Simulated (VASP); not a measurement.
The system is InGa2P3.

```
In Ga P
1.0
    -1.93370    1.93370    8.20401
     1.93370   -1.93370    8.20401
     1.93370    1.93370   -8.20401
In Ga P
1 2 3
Direct
  0.50000 0.50000 0.00000
  0.83333 0.83333 0.00000
  0.16667 0.16667 0.00000
  0.00000 0.00000 0.00000
  0.66667 0.66667 0.00000
  0.33333 0.33333 0.00000
```

```yaml
Program: VASP 6.6.1
Task: relaxation of cell and atoms
Functional: PBE
Potentials_or_basis: VASP PAW PBE potentials, release 64 (In_d, Ga_d, P)
Cutoff: 600 eV
k_mesh: 6 × 6 × 6
Occupations: gaussian, width 0.1 eV
Spin: no spin polarisation
```

At the start: pressure -5.8 GPa; volume 20.45 Å³/atom.

Where does the relaxation end?

Over 7 steps the energy falls by 43.7 meV/atom and the volume is 18.71 Å³/atom (-8.5 %); space group I4/mmm (No. 139, to 0.1 Å) before and after.

The path:
| step | energy change (eV) | largest force (eV/Å) | pressure (GPa) | volume (Å³) |
| --- | --- | --- | --- | --- |
| 1 | 0.0000 | 0.4260 | -5.84 | 122.71 |
| 2 | -0.2203 | 0.4916 | 1.66 | 109.94 |
| 3 | -0.2278 | 0.4866 | 0.29 | 111.71 |
| 4 | -0.2487 | 0.3063 | 0.27 | 111.62 |
| 5 | -0.2622 | 0.0193 | 0.33 | 111.47 |
| 6 | -0.2623 | 0.0041 | 0.33 | 111.48 |
| 7 | -0.2625 | 0.0037 | -0.25 | 112.28 |

Final structure:
```cif
data_structure
_symmetry_space_group_name_H-M 'P 1'
_symmetry_Int_Tables_number 1
_cell_length_a 8.3563
_cell_length_b 8.3563
_cell_length_c 8.3563
_cell_angle_alpha 153.962
_cell_angle_beta 153.962
_cell_angle_gamma 37.155
_cell_volume 112.28
loop_
_atom_site_label
_atom_site_type_symbol
_atom_site_fract_x
_atom_site_fract_y
_atom_site_fract_z
_atom_site_occupancy
In1 In 0.50000 0.50000 0.00000 1
Ga1 Ga 0.83190 0.83190 0.00000 1
Ga2 Ga 0.16810 0.16810 0.00000 1
P1 P 0.00000 0.00000 0.00000 1
P2 P 0.67170 0.67170 0.00000 1
P3 P 0.32830 0.32830 0.00000 1
```
